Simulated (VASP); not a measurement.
Write the native input for VASP 6.6.1 that does the following.

| Item | Value |
| --- | --- |
| Task | relaxation of the atoms |
| Functional | PBE |
| Potentials or basis | VASP PAW PBE potentials, release 64 (Ti_sv) |
| Cutoff | 450 eV |
| k mesh | 18 × 18 × 10 |
| Occupations | fermi-dirac, width 0.05 eV |
| Spin | no spin polarisation |
| Dipole correction | no |
| Further INCAR settings | ALGO = Normal; EDIFF = 1e-07; IBRION = 2; EDIFFG = -0.02; NSW = 80 |

The structure of Ti lies in POSCAR:

```
Ti
1.0
    2.9499978604      0.0000000000      0.0000000000
   -1.4749989302      2.5547730882      0.0000000000
    0.0000000000      0.0000000000      4.7797200000
Ti
2
Direct
    0.3333333333      0.6666666667      0.2500000000
    0.6666666667      0.3333333333      0.7500000000
```

This cell differs from its parent crystal: z stretched by +2 %.

One way to write it, as run:

INCAR

```
SYSTEM = Ti
ALGO = Normal
EDIFF = 1E-7
EDIFFG = -0.02
ENCUT = 450
GGA = PE
GGA_COMPAT = .FALSE.
IBRION = 2
ISIF = 2
ISMEAR = -1
LASPH = .TRUE.
LCHARG = .FALSE.
LREAL = .FALSE.
LWAVE = .FALSE.
NELM = 120
NELMIN = 4
NSW = 80
PREC = Accurate
SIGMA = 0.05
```

KPOINTS

```
k-points
0
G
  18 18 10
  0 0 0
```

Potentials or basis: VASP PAW PBE potentials, release 64 (Ti_sv).

Run with:

```console
$ cat potpaw_PBE.64/Ti_sv/POTCAR > POTCAR
$ mpirun -np 1 vasp_std > vasp.out
```

It gave:

```json
{
 "Pressure after relaxing": "-4.2 GPa",
 "Band gap on the k mesh": "zero (bands 12 and 13 overlap by 1.06 eV)"
}
```

Caveat: the cell differs from its parent crystal (z stretched by +2 %).

It took 3 min on 1 thread of Oxide Virtual Turin-like Processor, on a shared host, peak memory 0.17 GiB.
